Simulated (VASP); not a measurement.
A run of VASP 6.6.1 is set up as follows.

POSCAR

```
MgS
1.0
    3.6454348051      0.0000000000      0.0000000000
   -1.8227174025      3.1570391490      0.0000000000
    0.0000000000      0.0000000000      6.1473560890
Mg S
2 2
Direct
    0.0000000000      0.0000000000      0.0000000000
    0.0000000000      0.0000000000      0.5000000000
    0.3333333333      0.6666666667      0.2500000000
    0.6666666667      0.3333333333      0.7500000000
```

The input INCAR.step1:

```
SYSTEM = MgS
PREC = Accurate ; ENCUT = 520
ISMEAR = 0 ; SIGMA = 0.01
LREAL = .False. ; LASPH = .True.
NELM = 80 ; NBANDS = 16
GGA = PE ; ALGO = Normal
EDIFF = 1E-4 ; LWAVE = .True.
LCHARG = .False.
```

INCAR.step2

```
SYSTEM = MgS
PREC = Accurate ; ENCUT = 520
EDIFF = 1E-6 ; ISMEAR = 0
SIGMA = 0.01 ; LREAL = .False.
LASPH = .True. ; NELM = 80
ALGO = Normal ; ISIF = 2
LWAVE = .False. ; LCHARG = .False.
METAGGA = R2SCAN ; LMIXTAU = .True.
NBANDS = 16 ; ISTART = 1
```

The input KPOINTS:

```
Automatic mesh
0
Gamma
  6 6 4
  0 0 0
```

Potentials or basis: VASP PAW PBE potentials, release 64 (Mg, S).

Launch:

```console
$ cat potpaw_PBE.64/Mg/POTCAR potpaw_PBE.64/S/POTCAR > POTCAR
$ cp INCAR.step1 INCAR
$ mpirun -np 1 vasp_std > vasp.out
$ cp INCAR.step2 INCAR
$ mpirun -np 1 vasp_std > vasp.out
```

**Question.** Predict the pressure.

**Answer.** -0.5 GPa.

**Question.** What does it give for the band gap on the k mesh?

**Answer.** 4.05 eV, indirect (least direct gap 4.41 eV).

Stress tensor (GPa, compression positive):
```
-0.41  0.00  0.00
 0.00 -0.41  0.00
 0.00  0.00 -0.53
```

Caveat: the PAW data sets were made with another functional, which shifts forces and pressure a little. A k mesh can miss the band edges.
